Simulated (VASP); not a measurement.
# Sn (P6_3/mmc) in VASP: further runs, part 2 of 2

VASP 6.6.1. Earlier steps stand in the parts before.

### Step 3. Relaxation of cell and atoms, PBE, target pressure 180 GPa, at which the enthalpy is minimised

This run uses another cell than the first one: it holds 4 atoms, not 2.

INCAR reads:

```
PREC = Accurate ; ENCUT = 600
EDIFF = 1E-7 ; ISMEAR = -1
SIGMA = 0.08 ; LREAL = False
LASPH = True ; NELM = 60
ALGO = Normal ; ISIF = 3
LWAVE = False ; LCHARG = False
GGA = PE ; IBRION = 2
NSW = 60 ; EDIFFG = -0.005
PSTRESS = 1800.0
```

KPOINTS reads:

```
Automatic mesh
0
Gamma
  13 13 4
```

POSCAR reads:

```
Sn
1.0
    2.6894646189      0.0000000000      0.0000000000
   -1.3447323095      2.3291446826      0.0000000000
    0.0000000000      0.0000000000      8.7407600115
Sn
4
Direct
    0.0000000000      0.0000000000      0.0000000000
    0.0000000000      0.0000000000      0.5000000000
    0.3333333333      0.6666666667      0.2500000000
    0.6666666667      0.3333333333      0.7500000000
```

Potentials or basis: VASP PAW PBE potentials, release 64 (Sn_d).

Run with:

```bash
> cat potpaw_PBE.64/Sn_d/POTCAR > POTCAR
> mpirun -np 1 vasp_std > vasp.out
```

OUTCAR:

```text
PREC = Accurate
   ENCUT = 600
   EDIFF = 1E-7
   ISMEAR = -1
   LREAL = False
   LASPH = True
   NELM = 60
   ISIF = 3
   GGA = PE
   IBRION = 2
   NSW = 60
   EDIFFG = -0.005
   PSTRESS = 1800.0

 ion  position               nearest neighbor table
   1  0.000  0.000  0.000-   3 2.68   4 2.68   4 2.68   3 2.68   4 2.68   3 2.68
   2  0.000  0.000  0.500-   3 2.68   4 2.68   4 2.68   3 2.68   4 2.68   3 2.68
   3  0.333  0.667  0.250-   1 2.68   2 2.68   1 2.68   2 2.68   1 2.68   2 2.68
   4  0.667  0.333  0.750-   1 2.68   2 2.68   1 2.68   2 2.68   1 2.68   2 2.68

  LATTYP: Found a hexagonal cell.
 ALAT       =     2.6894646189
 C/A-ratio  =     3.2500000000

  Lattice vectors:

 A1 = (   2.6894646189,   0.0000000000,   0.0000000000)
 A2 = (  -1.3447323095,   2.3291446826,   0.0000000000)
 A3 = (   0.0000000000,   0.0000000000,   8.7407600115)

Analysis of symmetry for initial positions (statically):
=====================================================================
 Subroutine PRICEL returns:
 Original cell was already a primitive cell.

 Routine SETGRP: Setting up the symmetry group for a
 hexagonal supercell.

 Subroutine GETGRP returns: Found 24 space group operations
 (whereof 12 operations were pure point group operations)
 out of a pool of 24 trial point group operations.

The static configuration has the point symmetry D_3d.
 The point group associated with its full space group is D_6h.

Analysis of symmetry for dynamics (positions and initial velocities):
=====================================================================
 Subroutine PRICEL returns:
 Original cell was already a primitive cell.

 Routine SETGRP: Setting up the symmetry group for a
 hexagonal supercell.

 Subroutine GETGRP returns: Found 24 space group operations
 (whereof 12 operations were pure point group operations)
 out of a pool of 24 trial point group operations.

The dynamic configuration has the point symmetry D_3d.
 The point group associated with its full space group is D_6h.

 Subroutine INISYM returns: Found 24 space group operations
 (whereof 12 operations are pure point group operations),
 and found     1 'primitive' translations

----------------------------------------------------------------------------------------

                                     Primitive cell

  volume of cell :      54.7535

  direct lattice vectors                    reciprocal lattice vectors
     2.689464619  0.000000000  0.000000000     0.371821214  0.214671078  0.000000000
    -1.344732309  2.329144683  0.000000000     0.000000000  0.429342156  0.000000000
     0.000000000  0.000000000  8.740760012     0.000000000  0.000000000  0.114406527

  length of vectors
     2.689464619  2.689464619  8.740760012     0.429342156  0.429342156  0.114406527

  position of ions in fractional coordinates (direct lattice)
     0.000000000  0.000000000  0.000000000
     0.000000000  0.000000000  0.500000000
     0.333333333  0.666666667  0.250000000
     0.666666667  0.333333333  0.750000000

  ion indices of the primitive-cell ions
   primitive index   ion index
                 1           1
                 2           2
                 3           3
                 4           4

[... 33 lines left out ...]
  0.384615 -0.000000  0.000000      6.000000
[... 16 lines left out ...]
  0.076923 -0.000000  0.250000     12.000000
  0.153846 -0.000000  0.250000     12.000000
 [... further k-points ...]
   k-points           NKPTS =     63   k-points in BZ     NKDIM =     63   number of bands    NBANDS=     33
   number of dos      NEDOS =    301   number of ions     NIONS =      4
   total plane-waves  NPLWV =  40320
   dimension x,y,z NGX =    24 NGY =   24 NGZ =   70
   dimension x,y,z NGXF=    48 NGYF=   48 NGZF=  140
   ions per type =               4
   NGX,Y,Z   is equivalent  to a cutoff of  14.84, 14.84, 13.31 a.u.
   NGXF,Y,Z  is equivalent  to a cutoff of  29.67, 29.67, 26.63 a.u.
 SYSTEM =  unknown system
   PREC   = accura    normal or accurate (medium, high low for compatibility)
   ISTART =      0    job   : 0-new  1-cont  2-samecut
   ICHARG =      2    charge: 1-file 2-atom 10-const
   ISPIN  =      1    spin polarized calculation?
   LNONCOLLINEAR =      F non collinear calculations
   LSORBIT =      F    spin-orbit coupling
   LASPH  =      T    aspherical Exc in radial PAW
   ENCUT  =  600.0 eV  44.10 Ry    6.64 a.u.   5.37  5.37 17.46*2*pi/ulx,y,z
   NELM   =     60;   NELMIN=  2; NELMDL= -5     # of ELM steps
   EDIFF  = 0.1E-06   stopping-criterion for ELM
   LREAL  =      F    real-space projection
   EDIFFG = -.5E-02   stopping-criterion for IOM
   NSW    =     60    number of steps for IOM
   IBRION =      2    ionic relax: 0-MD 1-quasi-New 2-CG
   NFREE  =      1    steps in history (QN), initial steepest desc. (CG)
   ISIF   =      3    stress and relaxation
   ISYM   =      2    0-nonsym 1-usesym 2-fastsym
   POTIM  = 0.5000    time-step for ionic-motion
   TEBEG  =    0.0;   TEEND  =   0.0 temperature during run
   PSTRESS= 1800.0 pullay stress
   NELECT =      56.0000    total number of electrons
   NUPDOWN=      -1.0000    fix difference up-down
   EMIN   =  10.00;   EMAX   =-10.00  energy-range for DOS
   EFERMI =   0.00;   METHOD = LEGACY
   ISMEAR =    -1;   SIGMA  =   0.08  broadening in eV -4-tet -1-fermi 0-gaus
   EFERMI_NEDOS =   21; number of points for ismear=-14 and -15
   IALGO  =     38    algorithm
   IMIX   =      4    mixing-type and parameters
     AMIX     =   0.40;   BMIX     =  1.00
     AMIX_MAG =   1.60;   BMIX_MAG =  1.00
  volume/ion in A,a.u.               =      13.69        92.37
  Fermi-wavevector in a.u.,A,eV,Ry     =   1.649429  3.116969 37.016236  2.720617
  Thomas-Fermi vector in A             =   2.738550
   LORBIT       =      0    0 simple, 1 ext, 2 COOP (PROOUT), +10 PAW based schemes
   GGA     = PE    functional components
   LHFCALC =     F    Hartree Fock is set to
   AEXX    =    0.0000 exact exchange contribution
   IVDW    =     0    specifies the selected vdW correction
   LEPSILON=     F    determine dielectric tensor
   LRPA    =     F    only Hartree local field effects (RPA)
 conjugate gradient relaxation of ions
 non-spin polarized calculation
  energy-cutoff  :      600.00
  volume of cell :       54.75
 maximum number of plane-waves:      1895
 NGX is ok and might be reduce to    24

--------------------------------------- Ionic step        1  -------------------------------------------

 number of electron      56.0000011 magnetization

 Free energy of the ion-electron system (eV)
  ---------------------------------------------------
  ext. energy  EPLUGINS =         0.00000000
  ---------------------------------------------------
  free energy    TOTEN  =         1.34549121 eV

  energy without entropy =        1.37237371  energy(sigma->0) =        1.35893246

------------------------ aborting loop because EDIFF is reached ----------------------------------------

  FORCE on cell =-STRESS in cart. coord.  units (eV):
  Direction    XX          YY          ZZ          XY          YZ          ZX
  --------------------------------------------------------------------------------------
  -------------------------------------------------------------------------------------
  Total       63.0175805     63.0175805     63.4016408     -0.0000000      0.0000000     -0.0000000
  in kB     1843.9995422   1843.9995423   1855.2377868     -0.0000000      0.0000000     -0.0000000
  external PRESSURE =      47.7456237 kB  Pullay stress =    1800.0000000 kB
[... 147 lines left out ...]
--------------------------------------- Ionic step        5  -------------------------------------------

 number of electron      56.0000022 magnetization

 Free energy of the ion-electron system (eV)
  ---------------------------------------------------
  ext. energy  EPLUGINS =         0.00000000
  ---------------------------------------------------
  free energy    TOTEN  =         0.91573299 eV

  energy without entropy =        0.94297236  energy(sigma->0) =        0.92935268

 E-fermi :  20.0343     XC(G=0): -13.9952

 val. band max:       20.0185384716   @ k =   0.4615   0.0769   0.0000
 cond. band min:      20.1161891479   @ k =   0.2308   0.1538   0.0000
 fundamental gap:      0.0976506763
 Fermi energy:        20.0343063841

 k-point     1 :       0.0000    0.0000    0.0000
  band No.  band energies     occupation
      1      -3.6475      2.00000
      2      -3.4342      2.00000
      3      -3.4179      2.00000
      4      -3.2791      2.00000
      5      -3.2791      2.00000
      6      -3.2769      2.00000
[... 853 lines left out ...]
     32      28.4224      0.00000
     33      28.9042      0.00000

 [... further k-points ...]

------------------------ aborting loop because EDIFF is reached ----------------------------------------

  FORCE on cell =-STRESS in cart. coord.  units (eV):
  Direction    XX          YY          ZZ          XY          YZ          ZX
  --------------------------------------------------------------------------------------
  -------------------------------------------------------------------------------------
  Total       61.9366883     61.9366883     61.9226795     -0.0000000      0.0000000      0.0000000
  in kB     1799.9717877   1799.9717879   1799.5646716     -0.0000001      0.0000000      0.0000000
  external PRESSURE =      -0.1639176 kB  Pullay stress =    1800.0000000 kB
[... 23 lines left out ...]
  energy  without entropy=        0.9429723569  energy(sigma->0) =        0.92935268

  enthalpy is  TOTEN    =        62.8533920582 eV   P V=       61.9376590647

 reached required accuracy - stopping structural energy minimisation
```

Run time: 8.5 min. Hardware: 1 thread of Oxide Virtual Turin-like, shared host; peak memory 0.23 GiB.

What came out:

| Quantity | Value |
| --- | --- |
| Free energy | 0.9157 eV |
| Relaxed volume | 13.78 Å³/atom |
| Relaxed cell | a = 2.692 Å, b = 2.692 Å, c = 8.784 Å, α = 90.00°, β = 90.00°, γ = 120.00° |
| Space group after relaxing (to 0.1 Å) | P6_3/mmc (No. 194) |
| Energy change on relaxing (the run minimises the enthalpy) | -107.4 meV/atom |
| Ionic steps | 5 |
| Pressure after relaxing | 180.0 GPa |
| Band gap on the k mesh | zero (bands 28 and 29 overlap by 13.30 eV) |

Step by step:
| step | energy change (eV) | largest force (eV/Å) | pressure (GPa) | volume (Å³) |
| --- | --- | --- | --- | --- |
| 1 | 0.0000 | 0.0000 | 184.77 | 54.75 |
| 2 | -3.3992 | 0.0000 | 147.24 | 58.05 |
| 3 | -0.4435 | 0.0000 | 179.84 | 55.14 |
| 4 | -0.4336 | 0.0000 | 179.94 | 55.13 |
| 5 | -0.4298 | 0.0000 | 179.98 | 55.13 |

Final structure:
```cif
data_structure
_symmetry_space_group_name_H-M 'P 1'
_symmetry_Int_Tables_number 1
_cell_length_a 2.6921
_cell_length_b 2.6921
_cell_length_c 8.7837
_cell_angle_alpha 90.000
_cell_angle_beta 90.000
_cell_angle_gamma 120.000
_cell_volume 55.13
loop_
_atom_site_label
_atom_site_type_symbol
_atom_site_fract_x
_atom_site_fract_y
_atom_site_fract_z
_atom_site_occupancy
Sn1 Sn 0.00000 0.00000 0.00000 1
Sn2 Sn 0.00000 0.00000 0.50000 1
Sn3 Sn 0.33333 0.66667 0.25000 1
Sn4 Sn 0.66667 0.33333 0.75000 1
```

Levels at points of the mesh, in eV from the Fermi level:
```csv
k point,band 26,band 27,band 28,band 29,band 30,band 31
"(0.00, 0.00, 0.00)",1.84,1.84,9.27,9.51,10.13,10.13
"(0.00, 0.00, 0.50)",-3.93,7.79,7.79,9.54,9.54,10.58
```

Caveat: the cell is relaxed towards a set pressure, so the run minimises the enthalpy, not the energy; spin-orbit coupling is left out, which moves the levels of the heavy elements.

The gap in the log of VASP goes by the Fermi energy; the results here count the filled bands.